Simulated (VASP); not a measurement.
# GaCo (Pm-3m) in VASP: notebook, part 2 of 2

VASP 6.6.1.

### Step 3. Single point, r2SCAN+U, collinear spin, ferromagnetic start

This run uses another cell than the first one, of 11.68 Å³/atom, 1.021 times its volume.

The input, POSCAR:

```
GaCo
1.0
    2.8586839818      0.0000000000      0.0000000000
    0.0000000000      2.8586839818      0.0000000000
    0.0000000000      0.0000000000      2.8586839818
Ga Co
1 1
Direct
    0.5000000000      0.5000000000      0.5000000000
    0.0000000000      0.0000000000      0.0000000000
```

The input, INCAR.step1:

```
SYSTEM = GaCo
  PREC = Accurate
  ENCUT = 520
  ISMEAR = -5
  SIGMA = 0.1
  LREAL = .False.
  LASPH = .True.
  NELM = 150
  ISPIN = 2
  MAGMOM = 0 2
  LMAXMIX = 4
  LDAU = .True.
  LDAUTYPE = 2
  LDAUL = -1 2
  LDAUU = 0 6.2
  LDAUJ = 0 0
  NBANDS = 22
  GGA = PE
  ALGO = Normal
  EDIFF = 1E-4
  LWAVE = .True.
  LCHARG = .False.
```

The input, INCAR.step2:

```
SYSTEM = GaCo
  PREC = Accurate
  ENCUT = 520
  EDIFF = 1E-6
  ISMEAR = -5
  SIGMA = 0.1
  LREAL = .False.
  LASPH = .True.
  NELM = 150
  ALGO = Normal
  ISIF = 2
  LWAVE = .False.
  LCHARG = .True.
  ISPIN = 2
  MAGMOM = 0 2
  LORBIT = 11
  LMAXMIX = 4
  LDAU = .True.
  LDAUTYPE = 2
  LDAUL = -1 2
  LDAUU = 0 6.2
  LDAUJ = 0 0
  LDAUPRINT = 1
  METAGGA = R2SCAN
  LMIXTAU = .True.
  LELF = .True.
  LVHAR = .True.
  NBANDS = 22
  ISTART = 1
```

The input, KPOINTS:

```
Automatic mesh
0
Gamma
  9 9 9
  0 0 0
```

Potentials or basis: VASP PAW PBE potentials, release 64 (Ga_d, Co).

Command:

```bash
cat potpaw_PBE.64/Ga_d/POTCAR potpaw_PBE.64/Co/POTCAR > POTCAR
cp INCAR.step1 INCAR
mpirun -np 1 vasp_std > vasp.out
cp INCAR.step2 INCAR
mpirun -np 1 vasp_std > vasp.out
```

Wall time 1.7 min (1 thread of AMD EPYC 9R45 (Zen 5), shared host); peak memory 0.15 GiB.

Results (log left out):

```
Free energy                                           : -21.3140 eV
Pressure                                              : 27.4 GPa
Net moment                                            : 1.88 μB per cell
Site moments                                          : Ga -0.04; Co +1.93 μB
Valence electrons inside the program's atomic spheres : Ga 11.87; Co 8.49
```

Levels at points of the mesh, in eV from the Fermi level:
Spin up:
```tsv
k point	band 9	band 10	band 11	band 12	band 13	band 14	band 15	band 16
(0.00, 0.00, 0.00)	-5.11	-5.11	-5.11	4.40	4.40	4.40	8.66	8.66
```
Spin down:
| k point | band 7 | band 8 | band 9 | band 10 | band 11 | band 12 | band 13 | band 14 |
| --- | --- | --- | --- | --- | --- | --- | --- | --- |
| (0.00, 0.00, 0.00) | -3.92 | -3.92 | -3.92 | 0.64 | 0.64 | 4.39 | 4.39 | 4.39 |

Eigenvalues of the final occupation matrices:
```
    site  spin  trace               eigenvalues
site 2 d     1   4.71  0.93 0.93 0.93 0.96 0.96
site 2 d     2   2.81  0.05 0.05 0.90 0.90 0.90
```

Caveat: the PAW data sets were made with another functional, which shifts forces and pressure a little; the U is typed as a test and isn't derived for this compound; tetrahedron occupations give inexact forces and stress in metals.

### Step 4. Single point, r2SCAN+U, collinear spin, ferromagnetic start

This run uses another cell than the first one, of 11.92 Å³/atom, 1.042 times its volume.

The input, POSCAR:

```
GaCo
1.0
    2.8780000000      0.0000000000      0.0000000000
    0.0000000000      2.8780000000      0.0000000000
    0.0000000000      0.0000000000      2.8780000000
Ga Co
1 1
Direct
    0.5000000000      0.5000000000      0.5000000000
    0.0000000000      0.0000000000      0.0000000000
```

The input, INCAR.step1:

```
SYSTEM = GaCo
ALGO = Normal
EDIFF = 1E-4
ENCUT = 520
GGA = PE
ISMEAR = -5
ISPIN = 2
LASPH = .True.
LCHARG = .False.
LDAU = .True.
LDAUJ = 0 0
LDAUL = -1 2
LDAUTYPE = 2
LDAUU = 0 6.2
LMAXMIX = 4
LREAL = .False.
LWAVE = .True.
MAGMOM = 0 2
NBANDS = 22
NELM = 150
PREC = Accurate
SIGMA = 0.1
```

The input, INCAR.step2:

```
SYSTEM = GaCo
ALGO = Normal
EDIFF = 1E-7
ENCUT = 520
ISIF = 2
ISMEAR = -5
ISPIN = 2
ISTART = 1
LASPH = .True.
LCHARG = .False.
LDAU = .True.
LDAUJ = 0 0
LDAUL = -1 2
LDAUPRINT = 1
LDAUTYPE = 2
LDAUU = 0 6.2
LMAXMIX = 4
LMIXTAU = .True.
LORBIT = 11
LREAL = .False.
LWAVE = .False.
MAGMOM = 0 2
METAGGA = R2SCAN
NBANDS = 22
NELM = 150
PREC = Accurate
SIGMA = 0.1
```

The input, KPOINTS:

```
k-points
0
Gamma
  9 9 9
  0 0 0
```

Potentials or basis: VASP PAW PBE potentials, release 64 (Ga_d, Co).

Command:

```bash
cat potpaw_PBE.64/Ga_d/POTCAR potpaw_PBE.64/Co/POTCAR > POTCAR
cp INCAR.step1 INCAR
mpirun -np 1 vasp_std > vasp.out
cp INCAR.step2 INCAR
mpirun -np 1 vasp_std > vasp.out
```

OUTCAR:

```text
SYSTEM = GaCo
   EDIFF = 1E-7
   ENCUT = 520
   ISIF = 2
   ISMEAR = -5
   ISPIN = 2
   ISTART = 1
   LASPH = .True.
   LORBIT = 11
   LREAL = .False.
   METAGGA = R2SCAN
   NELM = 150
   PREC = Accurate

 ion  position               nearest neighbor table
   1  0.500  0.500  0.500-   2 2.49   2 2.49   2 2.49   2 2.49   2 2.49   2 2.49   2 2.49   2 2.49

   2  0.000  0.000  0.000-   1 2.49   1 2.49   1 2.49   1 2.49   1 2.49   1 2.49   1 2.49   1 2.49

  LATTYP: Found a simple cubic cell.
 ALAT       =     2.8780000000

  Lattice vectors:

 A1 = (   2.8780000000,   0.0000000000,   0.0000000000)
 A2 = (   0.0000000000,   2.8780000000,   0.0000000000)
 A3 = (   0.0000000000,   0.0000000000,   2.8780000000)
[... 1455 lines left out ...]
 -----------------------------------------------------------------------------
  energy-cutoff  :      520.00
  volume of cell :       23.84
      direct lattice vectors                 reciprocal lattice vectors
     2.878000000  0.000000000  0.000000000     0.347463516  0.000000000  0.000000000
     0.000000000  2.878000000  0.000000000     0.000000000  0.347463516  0.000000000
     0.000000000  0.000000000  2.878000000     0.000000000  0.000000000  0.347463516

 POSITION                                       TOTAL-FORCE (eV/Angst)
 -----------------------------------------------------------------------------------
      1.43900      1.43900      1.43900         0.000000      0.000000      0.000000
      0.00000      0.00000      0.00000         0.000000      0.000000      0.000000
 -----------------------------------------------------------------------------------
    total drift:                                0.000000      0.000000     -0.000000

  FREE ENERGIE OF THE ION-ELECTRON SYSTEM (eV)
  ---------------------------------------------------
  free  energy   TOTEN  =       -21.3894211056 eV

  energy  without entropy=      -21.3894211056  energy(sigma->0) =      -21.38942111

 total charge

# of ion       s       p       d       tot
------------------------------------------
    1        0.843   0.952  10.041  11.836
    2        0.427   0.544   7.481   8.452
--------------------------------------------------
tot          1.270   1.496  17.523  20.289

 magnetization (x)

# of ion       s       p       d       tot
------------------------------------------
    1        0.002  -0.028  -0.009  -0.036
    2        0.017   0.021   1.909   1.947
--------------------------------------------------
tot          0.018  -0.007   1.900   1.912
```

Run time: 1.9 min. Hardware: 1 thread of AMD EPYC 9R45 (Zen 5), shared host; peak memory 0.15 GiB.

What came out:

```
Free energy                                           : -21.3894 eV
Pressure                                              : 23.5 GPa
Net moment                                            : 1.91 μB per cell
Site moments                                          : Ga -0.04; Co +1.95 μB
Valence electrons inside the program's atomic spheres : Ga 11.84; Co 8.45
```

Eigenvalues of the final occupation matrices:
```
    site  spin  trace               eigenvalues
site 2 d     1   4.71  0.93 0.93 0.93 0.96 0.96
site 2 d     2   2.80  0.05 0.05 0.90 0.90 0.90
```

Caveat: the PAW data sets were made with another functional, which shifts forces and pressure a little; the U is typed as a test and isn't derived for this compound; tetrahedron occupations give inexact forces and stress in metals. The state reached can hang on the start; a lower one may exist.

### Step 5. The runs side by side

```tsv
cell	gap on the mesh (eV)	pressure (GPa)	moment (μB)
a = 2.839 Å, 2 atoms	none	31.6	1.85
a = 2.859 Å, 2 atoms	none	27.4	1.88
a = 2.878 Å, 2 atoms	none	23.5	1.91
```

Alike in all rows: task single point; level r2SCAN+U; potentials or basis VASP PAW PBE potentials, release 64 (Ga_d, Co); spin collinear, ferromagnetic start; Co d U = 6.2 eV; k mesh 9 × 9 × 9; cutoff (eV) 520; smearing tetrahedron.

Caveats: the PAW data sets were made with another functional, which shifts forces and pressure a little; the U is typed as a test and isn't derived for this compound; tetrahedron occupations give inexact forces and stress in metals.

Total energies depend on the potentials used, so only differences within one code and one set of settings carry meaning.
